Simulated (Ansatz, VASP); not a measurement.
## Ba in VASP and in Ansatz

```
Ba
1.0
     3.70140    0.00000    0.00000
     0.00000    3.70140    0.00000
     0.00000    0.00000    3.70140
Ba
1
Cartesian
  0.0000 0.0000 0.0000
```

Alike in both runs: functional LDA; k mesh 8 × 8 × 8; occupations fermi-dirac, width 0.1 eV; no spin polarisation.

Ansatz relaxed the structure, and its values are those at the end. VASP's run is a single point on that final structure, the one shown.

|  | VASP | Ansatz |
| --- | --- | --- |
| version | VASP 6.6.1 | Ansatz 0.2.0 |
| potentials or method | VASP PAW LDA potentials, release 64 (Ba_sv), cutoff 520 eV | plane waves (420 eV) with PAW, scalar-relativistic |
| valence electrons in the cell | 10 | 10 |

Ansatz gave:

```
pressure (GPa) : 0.0
```

Problem. Estimate VASP's values.

Solution. Pressure (GPa): 0.3.

Ansatz warns that its potentials were made for another functional, while VASP's fit it. LDA's correlation is that of Perdew and Zunger in VASP and of Perdew and Wang (1992) in Ansatz.

Spin-orbit coupling is off throughout.
